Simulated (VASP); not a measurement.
Input of a VASP 6.6.1 run:

Contents of INCAR:

```
  PREC = Accurate
  ENCUT = 600
  EDIFF = 1E-6
  ISMEAR = -1
  SIGMA = 0.05
  LREAL = F
  LASPH = T
  NELM = 150
  ALGO = Normal
  ISIF = 3
  LWAVE = F
  LCHARG = F
  ISPIN = 2
  MAGMOM = 3 0
  LORBIT = 11
  LMAXMIX = 4
  GGA = B5
  ALDAX = 1.0
  AGGAX = 1.0
  AGGAC = 1.0
  ALDAC = 0.0
  IVDW = 13
  VDW_S6 = 1.0
  VDW_S8 = 2.34076671
  VDW_A1 = 0.44488865
  VDW_A2 = 4.0933009
  IBRION = 2
  NSW = 60
  EDIFFG = -0.01
```

Contents of KPOINTS:

```
Automatic mesh
0
Gamma
  10 10 9
```

Contents of POSCAR:

```
FeO
1.0
    2.9029055100      0.0000000000      0.0000000000
   -1.4514527500      2.5139899200      0.0000000000
    0.0000000000      0.0000000000      2.8330919500
Fe O
1 1
Direct
    0.0000000000      0.0000000000      0.0000000000
    0.6666666667      0.3333333333      0.5000000000
```

Potentials or basis: VASP PAW PBE potentials, release 64 (Fe, O).

Run with:

```bash
$ cat potpaw_PBE.64/Fe/POTCAR potpaw_PBE.64/O/POTCAR > POTCAR
$ mpirun -np 1 vasp_std > vasp.out
```

Estimate the space group after relaxing (to 0.05 Å).

P-6m2 (No. 187).

Predict the relaxed cell.

a = 2.861 Å, b = 2.861 Å, c = 2.762 Å, α = 90.00°, β = 90.00°, γ = 120.00°.

What does it give for the site moments?

Fe +3.53; O +0.38 μB.

What does it give for the band gap on the k mesh?

Zero (filled and empty bands overlap).

Final structure:
```
CELL_PARAMETERS angstrom
2.86116 0.00000 0.00000
-1.43058 2.47784 0.00000
0.00000 0.00000 2.76178
ATOMIC_POSITIONS crystal
Fe 0.00000 0.00000 0.00000
O 0.66667 0.33333 0.50000
```

Caveat: a cell with one magnetic atom can't hold antiferromagnetic order, which such compounds often take; semilocal functionals often make such compounds metallic where correlation or magnetic order opens a gap, which also shifts bond lengths. With open d or f shells a metallic result of BLYP can be an artefact of self-interaction; +U or a hybrid may open a gap.
